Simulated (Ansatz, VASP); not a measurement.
**One calculation of Si4C, two programs**

INCAR

```
SYSTEM = Si4C
ALGO = Normal
EDIFF = 1E-6
ENCUT = 520
GGA = PE
ISIF = 2
ISMEAR = 0
LASPH = .True.
LCHARG = .True.
LELF = .True.
LREAL = .False.
LVHAR = .True.
LWAVE = .False.
NBANDS = 31
NELM = 80
PREC = Accurate
SIGMA = 0.1
```

KPOINTS

```
k-points
0
Gamma
  6 6 1
  0 0 0
```

The input POSCAR:

```
Si4C
1.0
    2.7895866000      0.0000000000      0.0000000000
   -1.3947933000      2.4158528600      0.0000000000
    0.0000000000      0.0000000000     21.8417344600
Si C
8 2
Direct
    0.3333333300      0.6666666700      0.8500000000
    0.3333333300      0.6666666700      0.0500000000
    0.3333333300      0.6666666700      0.4500000000
    0.3333333300      0.6666666700      0.6500000000
    0.6666666700      0.3333333300      0.9500000000
    0.6666666700      0.3333333300      0.1500000000
    0.6666666700      0.3333333300      0.3500000000
    0.6666666700      0.3333333300      0.5500000000
    0.3333333300      0.6666666700      0.2500000000
    0.6666666700      0.3333333300      0.7500000000
```

Input for Ansatz:

```yaml
crystal:
  lattice:
    - [2.7895866, 0.0, 0.0]
    - [-1.3947933, 2.41585286, 0.0]
    - [0.0, 0.0, 21.84173446]
  atoms:
    - { symbol: Si, position: [0.33333333, 0.66666667, 0.85] }
    - { symbol: Si, position: [0.33333333, 0.66666667, 0.05] }
    - { symbol: Si, position: [0.33333333, 0.66666667, 0.45] }
    - { symbol: Si, position: [0.33333333, 0.66666667, 0.65] }
    - { symbol: Si, position: [0.66666667, 0.33333333, 0.95] }
    - { symbol: Si, position: [0.66666667, 0.33333333, 0.15] }
    - { symbol: Si, position: [0.66666667, 0.33333333, 0.35] }
    - { symbol: Si, position: [0.66666667, 0.33333333, 0.55] }
    - { symbol: C, position: [0.33333333, 0.66666667, 0.25] }
    - { symbol: C, position: [0.66666667, 0.33333333, 0.75] }
basis:
  ecutwfc: 420
kpoints:
  mp_grid: { grid: [6, 6, 1] }
hamiltonian:
  xc: pbe
scf:
  occupations: { method: gaussian, width: 0.1 }
  lower_state_search: "off"
output:
  forces: true
  stress: true
  eigenvalues: true
```

Alike in both runs: task single point; functional PBE; k mesh 6 × 6 × 1; occupations gaussian, width 0.1 eV; no spin polarisation.

```csv
,VASP,Ansatz
version,VASP 6.6.1,Ansatz 0.2.0
potentials or method,"VASP PAW PBE potentials, release 64 (Si, C), cutoff 520 eV","scalar-relativistic, plane waves, PAW"
valence electrons in the cell,40,40
```

```tsv
	VASP	Ansatz	Ansatz less VASP
gap on the k mesh at the Fermi level (eV)	none	none	-
pressure (GPa)	-10.2	-10.2	+0.01
traceless stress, the component that is largest in VASP (GPa)	-8.92	-8.92	-0.002
rms of the force components (eV/Å)	0.566	0.567	+0.0011
```

Atom by atom the forces differ by 0.001 eV/Å (rms over components). A gap of «none» marks a metal or a gap that the smearing closes. The functional is the same, so the differences come from potentials, cutoffs and numerics.

The k mesh is coarse, so the values compare programs but aren't converged.
